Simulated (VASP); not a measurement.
# Be4H (P-3m1) in VASP: further runs

The runs below take Be4H through single point, with PBE.

All numbers are computed with VASP 6.6.1; they aren't measurements. Logs are shortened: lines on timing, memory, paths and dates and some standing lists are left out, and cuts for length are marked.

## (1) The cell of the first run

The structure is trigonal, space group P-3m1 (No. 164). Conventional cell: a = 2.277 Å, b = 2.277 Å, c = 7.323 Å, α = 90.00°, β = 90.00°, γ = 120.00°. Within 2.2 Å of Be (site symmetry 3m) lie 3 H at 1.64 Å. Be (site symmetry 3m) has 12 Be at 2.21 to 2.28 Å within 2.9 Å. H (site symmetry -3m) has 6 Be at 1.64 Å within 2.2 Å.

## (2) Single point, PBE

File INCAR:

```
SYSTEM = Be4H
PREC = Accurate ; ENCUT = 520
EDIFF = 1E-6 ; ISMEAR = 0
SIGMA = 0.1 ; LREAL = .False.
LASPH = .True. ; NELM = 60
ALGO = Normal ; ISIF = 2
LWAVE = .False. ; LCHARG = .False.
GGA = PE ; NBANDS = 12
```

File KPOINTS:

```
Automatic mesh
0
Gamma
  12 12 4
  0 0 0
```

File POSCAR:

```
Be4H
1.0
    2.2773260400      0.0000000000      0.0000000000
   -1.1386630200      1.9722222000      0.0000000000
    0.0000000000      0.0000000000      7.3226994800
Be H
4 1
Direct
    0.3333333300      0.6666666700      0.8658552800
    0.3333333300      0.6666666700      0.3767953500
    0.6666666700      0.3333333300      0.1341447200
    0.6666666700      0.3333333300      0.6232046500
    0.0000000000      0.0000000000      0.0000000000
```

Potentials or basis: VASP PAW PBE potentials, release 64 (Be, H).

Launch:

```bash
cat potpaw_PBE.64/Be/POTCAR potpaw_PBE.64/H/POTCAR > POTCAR
mpirun -np 1 vasp_std > vasp.out
```

OUTCAR:

```text
SYSTEM = Be4H
   PREC = Accurate
   ENCUT = 520
   EDIFF = 1E-6
   ISMEAR = 0
   LREAL = .False.
   LASPH = .True.
   NELM = 60
   ISIF = 2
   GGA = PE

 ion  position               nearest neighbor table
   1  0.333  0.667  0.866-   4 2.21   4 2.21   4 2.21   3 2.36   3 2.36   3 2.36
   2  0.333  0.667  0.377-   3 2.21   3 2.21   3 2.21   4 2.23   4 2.23   4 2.23
   3  0.667  0.333  0.134-   2 2.21   2 2.21   2 2.21   1 2.36   1 2.36   1 2.36
   4  0.667  0.333  0.623-   1 2.21   1 2.21   1 2.21   2 2.23   2 2.23   2 2.23
   5  0.000  0.000  0.000-

  LATTYP: Found a hexagonal cell.
 ALAT       =     2.2773260400
 C/A-ratio  =     3.2154813810

  Lattice vectors:

 A1 = (   2.2773260400,   0.0000000000,   0.0000000000)
 A2 = (  -1.1386630200,   1.9722222000,   0.0000000000)
 A3 = (   0.0000000000,   0.0000000000,   7.3226994800)

Analysis of symmetry for initial positions (statically):
=====================================================================
 Subroutine PRICEL returns:
 Original cell was already a primitive cell.

 Routine SETGRP: Setting up the symmetry group for a
 hexagonal supercell.

 Subroutine GETGRP returns: Found 12 space group operations
 (whereof 12 operations were pure point group operations)
 out of a pool of 24 trial point group operations.

The static configuration has the point symmetry D_3d.

Analysis of symmetry for dynamics (positions and initial velocities):
=====================================================================
 Subroutine PRICEL returns:
 Original cell was already a primitive cell.

 Routine SETGRP: Setting up the symmetry group for a
 hexagonal supercell.

 Subroutine GETGRP returns: Found 12 space group operations
 (whereof 12 operations were pure point group operations)
 out of a pool of 24 trial point group operations.

The dynamic configuration has the point symmetry D_3d.

 Subroutine INISYM returns: Found 12 space group operations
 (whereof 12 operations are pure point group operations),
 and found     1 'primitive' translations

----------------------------------------------------------------------------------------

                                     Primitive cell

  volume of cell :      32.8891

  direct lattice vectors                    reciprocal lattice vectors
     2.277326040  0.000000000  0.000000000     0.439111477  0.253521130  0.000000000
    -1.138663020  1.972222200  0.000000000     0.000000000  0.507042259  0.000000000
     0.000000000  0.000000000  7.322699480     0.000000000  0.000000000  0.136561660

  length of vectors
     2.277326040  2.277326037  7.322699480     0.507042259  0.507042259  0.136561660

  position of ions in fractional coordinates (direct lattice)
     0.333333330  0.666666670  0.865855280
     0.333333330  0.666666670  0.376795350
     0.666666670  0.333333330  0.134144720
     0.666666670  0.333333330  0.623204650
     0.000000000  0.000000000  0.000000000

  ion indices of the primitive-cell ions
   primitive index   ion index
                 1           1
                 2           2
                 3           3
                 4           4
                 5           5

----------------------------------------------------------------------------------------

 KPOINTS: Automatic mesh

Automatic generation of k-mesh.
 Grid dimensions read from file:
 generate k-points for:   12   12    4

 Generating k-lattice:

  Cartesian coordinates                     Fractional coordinates (reciprocal lattice)
     0.036592623  0.021126761  0.000000000     0.083333333 -0.000000000  0.000000000
     0.000000000  0.042253522  0.000000000     0.000000000  0.083333333  0.000000000
     0.000000000  0.000000000  0.034140415     0.000000000  0.000000000  0.250000000

  Length of vectors
     0.042253522  0.042253522  0.034140415

  Shift w.r.t. Gamma in fractional coordinates (k-lattice)
     0.000000000  0.000000000  0.000000000

 Subroutine IBZKPT returns following result:
 ===========================================

 Found     69 irreducible k-points:

 Following reciprocal coordinates:
            Coordinates               Weight
  0.000000  0.000000  0.000000      1.000000
  0.083333 -0.000000  0.000000      6.000000
  0.166667 -0.000000  0.000000      6.000000
  0.250000 -0.000000  0.000000      6.000000
  0.333333 -0.000000  0.000000      6.000000
  0.416667 -0.000000  0.000000      6.000000
[... 16 lines left out ...]
  0.166667 -0.000000  0.250000      6.000000
  0.000000  0.166667  0.250000      6.000000
 [... further k-points ...]
   k-points           NKPTS =     69   k-points in BZ     NKDIM =     69   number of bands    NBANDS=     12
   number of dos      NEDOS =    301   number of ions     NIONS =      5
   total plane-waves  NPLWV =  17496
   dimension x,y,z NGX =    18 NGY =   18 NGZ =   54
   dimension x,y,z NGXF=    36 NGYF=   36 NGZF=  108
   ions per type =               4   1
   NGX,Y,Z   is equivalent  to a cutoff of  13.14, 13.14, 12.26 a.u.
   NGXF,Y,Z  is equivalent  to a cutoff of  26.28, 26.28, 24.52 a.u.
 SYSTEM =  Be4H
   PREC   = accura    normal or accurate (medium, high low for compatibility)
   ISTART =      0    job   : 0-new  1-cont  2-samecut
   ICHARG =      2    charge: 1-file 2-atom 10-const
   ISPIN  =      1    spin polarized calculation?
   LNONCOLLINEAR =      F non collinear calculations
   LSORBIT =      F    spin-orbit coupling
   LASPH  =      T    aspherical Exc in radial PAW
   ENCUT  =  520.0 eV  38.22 Ry    6.18 a.u.   4.23  4.23 13.62*2*pi/ulx,y,z
   NELM   =     60;   NELMIN=  2; NELMDL= -5     # of ELM steps
   EDIFF  = 0.1E-05   stopping-criterion for ELM
   LREAL  =      F    real-space projection
   EDIFFG = 0.1E-04   stopping-criterion for IOM
   NSW    =      0    number of steps for IOM
   IBRION =     -1    ionic relax: 0-MD 1-quasi-New 2-CG
   NFREE  =      0    steps in history (QN), initial steepest desc. (CG)
   ISIF   =      2    stress and relaxation
   ISYM   =      2    0-nonsym 1-usesym 2-fastsym
   POTIM  = 0.5000    time-step for ionic-motion
   TEBEG  =    0.0;   TEEND  =   0.0 temperature during run
   PSTRESS=    0.0 pullay stress
   NELECT =       9.0000    total number of electrons
   NUPDOWN=      -1.0000    fix difference up-down
   EMIN   =  10.00;   EMAX   =-10.00  energy-range for DOS
   EFERMI =   0.00;   METHOD = LEGACY
   ISMEAR =     0;   SIGMA  =   0.10  broadening in eV -4-tet -1-fermi 0-gaus
   EFERMI_NEDOS =   21; number of points for ismear=-14 and -15
   IALGO  =     38    algorithm
   IMIX   =      4    mixing-type and parameters
     AMIX     =   0.40;   BMIX     =  1.00
     AMIX_MAG =   1.60;   BMIX_MAG =  1.00
  volume/ion in A,a.u.               =       6.58        44.39
  Fermi-wavevector in a.u.,A,eV,Ry     =   1.062849  2.008493 15.369795  1.129648
  Thomas-Fermi vector in A             =   2.198314
   LORBIT       =      0    0 simple, 1 ext, 2 COOP (PROOUT), +10 PAW based schemes
   GGA     = PE    functional components
   LHFCALC =     F    Hartree Fock is set to
   AEXX    =    0.0000 exact exchange contribution
   IVDW    =     0    specifies the selected vdW correction
   LEPSILON=     F    determine dielectric tensor
   LRPA    =     F    only Hartree local field effects (RPA)
 non-spin polarized calculation
 Gauss-broadening in eV      SIGMA  =   0.10
  energy-cutoff  :      520.00
  volume of cell :       32.89
 maximum number of plane-waves:       909
 NGX is ok and might be reduce to    18
   NGX =  9   NGY =  9   NGZ = 27

 number of electron       9.0000000 magnetization

 Free energy of the ion-electron system (eV)
  ---------------------------------------------------
  ext. energy  EPLUGINS =         0.00000000
  ---------------------------------------------------
  free energy    TOTEN  =       -16.60384802 eV

  energy without entropy =      -16.59725176  energy(sigma->0) =      -16.60054989

 E-fermi :   7.6513     XC(G=0): -10.7813

 val. band max:        7.6289210632   @ k =   0.5000  -0.0000   0.0000
 cond. band min:       7.6672726484   @ k =  -0.0833   0.5000   0.2500
 fundamental gap:      0.0383515851
 Fermi energy:         7.6512937429

 k-point     1 :       0.0000    0.0000    0.0000
  band No.  band energies     occupation
      1      -7.0099      2.00000
      2      -2.9020      2.00000
      3      -2.0002      2.00000
      4       1.9651      2.00000
      5       7.1031      2.00000
      6      15.8735      0.00000
      7      16.8289      0.00000
      8      22.7158      0.00000
      9      22.7158      0.00000
     10      23.8668      0.00000
     11      23.8669      0.00000
     12      24.5310      0.00000

 k-point     2 :       0.0833   -0.0000    0.0000
  band No.  band energies     occupation
      1      -6.8007      2.00000
      2      -2.6982      2.00000
      3      -1.8018      2.00000
      4       2.2136      2.00000
      5       7.1881      2.00000
      6      15.9786      0.00000
      7      16.8817      0.00000
      8      20.6032      0.00000
      9      21.5103      0.00000
     10      22.7165      0.00000
     11      23.1474      0.00000
     12      23.3943      0.00000

 k-point     3 :       0.1667   -0.0000    0.0000
  band No.  band energies     occupation
      1      -6.1776      2.00000
      2      -2.0877      2.00000
      3      -1.2098      2.00000
      4       2.9570      2.00000
      5       7.4137      1.99922
      6      16.1168      0.00000
      7      16.7302      0.00000
      8      16.8731      0.00000
      9      19.6976      0.00000
     10      19.7238      0.00000
     11      20.8217      0.00000
     12      22.0464      0.00000
[... 286 lines left out ...]
 k-point    23 :       0.1667   -0.0000    0.2500
  band No.  band energies     occupation
      1      -6.1705      2.00000
      2      -2.4009      2.00000
      3      -0.5793      2.00000
      4       2.2287      2.00000
      5       8.4800      0.00000
      6      13.5075      0.00000
      7      16.7213      0.00000
      8      18.8501      0.00000
      9      19.8118      0.00000
     10      20.1658      0.00000
     11      21.2136      0.00000
     12      21.4014      0.00000

 k-point    24 :       0.0000    0.1667    0.2500
  band No.  band energies     occupation
      1      -6.1705      2.00000
      2      -2.3987      2.00000
      3      -0.5868      2.00000
      4       2.2412      2.00000
      5       8.4390      0.00000
      6      13.6433      0.00000
      7      16.7123      0.00000
      8      18.5684      0.00000
      9      19.7961      0.00000
     10      20.0892      0.00000
     11      21.2807      0.00000
     12      21.5528      0.00000

 [... further k-points ...]
[... 5 lines left out ...]
  --------------------------------------------------------------------------------------
  -------------------------------------------------------------------------------------
  Total        2.7370276      2.7370275      1.8920831      0.0000000      0.0000000      0.0000000
  in kB      133.3329491    133.3329486     92.1718939      0.0000000      0.0000000      0.0000000
  external PRESSURE =     119.6125972 kB  Pullay stress =       0.0000000 kB

 VOLUME and BASIS-vectors are now :
 -----------------------------------------------------------------------------
  energy-cutoff  :      520.00
  volume of cell :       32.89
      direct lattice vectors                 reciprocal lattice vectors
     2.277326040  0.000000000  0.000000000     0.439111477  0.253521130  0.000000000
    -1.138663020  1.972222200  0.000000000     0.000000000  0.507042259  0.000000000
     0.000000000  0.000000000  7.322699480     0.000000000  0.000000000  0.136561660

 POSITION                                       TOTAL-FORCE (eV/Angst)
 -----------------------------------------------------------------------------------
     -0.00000      1.31481      6.34040         0.000000      0.000000     -0.675546
     -0.00000      1.31481      2.75916         0.000000     -0.000000      0.020056
      1.13866      0.65741      0.98230        -0.000000      0.000000      0.675546
      1.13866      0.65741      4.56354        -0.000000      0.000000     -0.020056
      0.00000      0.00000      0.00000         0.000000      0.000000     -0.000000
 -----------------------------------------------------------------------------------
    total drift:                                0.000000      0.000000      0.000000

  FREE ENERGIE OF THE ION-ELECTRON SYSTEM (eV)
  ---------------------------------------------------
  free  energy   TOTEN  =       -16.6038480239 eV

  energy  without entropy=      -16.5972517581  energy(sigma->0) =      -16.60054989
```

It took 27 s on 1 thread of Intel Xeon Platinum 8259CL at 2.50GHz (Skylake/Cascade Lake), shared host; peak memory 0.15 GiB.

Results:

| Item | Value |
| --- | --- |
| Free energy | -16.6038 eV |
| Pressure | 12.0 GPa |
| Largest force | 0.676 eV/Å |

Forces on the atoms (eV/Å):
```
Be   0.000  0.000 -0.676
Be   0.000  0.000  0.020
Be   0.000  0.000  0.676
Be   0.000  0.000 -0.020
H    0.000  0.000  0.000
```

(Part 1 of 2 ends here.)
